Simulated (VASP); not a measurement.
Wanted: the native input for a VASP 6.6.1 run.

- Task: single point
- Functional: PBE
- Potentials or basis: VASP PAW PBE potentials, release 64 (O, Zn, S)
- Cutoff: 520 eV
- k mesh: 10 × 10 × 10
- Occupations: fermi-dirac, width 0.02 eV
- Spin: no spin polarisation
- Dipole correction: no
- Further INCAR settings: ALGO = Normal; EDIFF = 1e-06; NBANDS = 36

The structure of Zn3SO2 lies in POSCAR:

```
Zn3SO2
1.0
   -1.7445620759      1.7445620759      6.8967029443
    1.7445620759     -1.7445620759      6.8967029443
    1.7445620759      1.7445620759     -6.8967029443
O Zn S
2 3 1
Direct
    0.1798035828      0.1798035828      0.0000000000
    0.8201964172      0.8201964172      0.0000000000
    0.7500000000      0.2500000000      0.5000000000
    0.3938800509      0.8938800509      0.5000000000
    0.1061199491      0.6061199491      0.5000000000
    0.5000000000      0.5000000000      0.0000000000
```

These files were run (other wordings do the same):

INCAR

```
  PREC = Accurate
  ENCUT = 520
  EDIFF = 1E-6
  ISMEAR = -1
  SIGMA = 0.02
  LREAL = False
  LASPH = True
  NELM = 60
  ALGO = Normal
  ISIF = 2
  LWAVE = False
  LCHARG = False
  GGA = PE
  NBANDS = 36
```

KPOINTS

```
Automatic mesh
0
Gamma
  10 10 10
```

Potentials or basis: VASP PAW PBE potentials, release 64 (O, Zn, S).

Command:

```console
$ cat potpaw_PBE.64/O/POTCAR potpaw_PBE.64/Zn/POTCAR potpaw_PBE.64/S/POTCAR > POTCAR
$ mpirun -np 1 vasp_std > vasp.out
```

Results of the run:

The pressure is 4.9 GPa. The largest force is 0.141 eV/Å and the band gap on the k mesh is 0.56 eV (least direct gap 0.57 eV).

Caveat: the cell stands under pressure.

Wall time 25 min on 1 thread of Oxide Virtual Turin-like Processor, with other jobs on the host, peak memory 0.5 GiB.
